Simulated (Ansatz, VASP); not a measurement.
Pt: VASP beside Ansatz

```
Pt
1.0
     2.72731    0.00000    4.69622
     2.72731    0.00000   -4.69622
    -2.72731    4.72674    0.00000
Pt
8
Cartesian
  0.0000 1.5777 1.1741
  -1.3637 3.9411 1.1741
  2.7273 1.5777 1.1741
  1.3637 3.9411 1.1741
  2.7273 3.1490 -1.1741
  4.0910 0.7856 -1.1741
  0.0000 3.1490 -1.1741
  1.3637 0.7856 -1.1741
```

Alike in both runs: functional PBEsol; k mesh 8 × 8 × 8; occupations gaussian, width 0.1 eV; no spin polarisation.

Ansatz relaxed the structure, and its values are those at the end. VASP's run is a single point on that final structure, the one shown.

```csv
,VASP,Ansatz
version,VASP 6.6.1,Ansatz 0.2.0
potentials or method,"VASP PAW PBE potentials, release 64 (Pt), cutoff 520 eV","scalar-relativistic, plane waves, PAW"
valence electrons in the cell,80,144
```

```csv
,VASP,Ansatz,Ansatz less VASP
gap on the k mesh at the Fermi level (eV),none,none,-
pressure (GPa),-0.4,0.0,+0.40
rms of the force components (eV/Å),0.003,0.003,+0.0001
```

VASP's potentials were made for PBE, not for PBEsol. A gap of «none» marks a metal or a gap that the smearing closes. VASP's potentials hold 80 valence electrons a cell and Ansatz's 144, so a difference there can come from the potentials and not from the codes.

Spin-orbit coupling is off throughout.
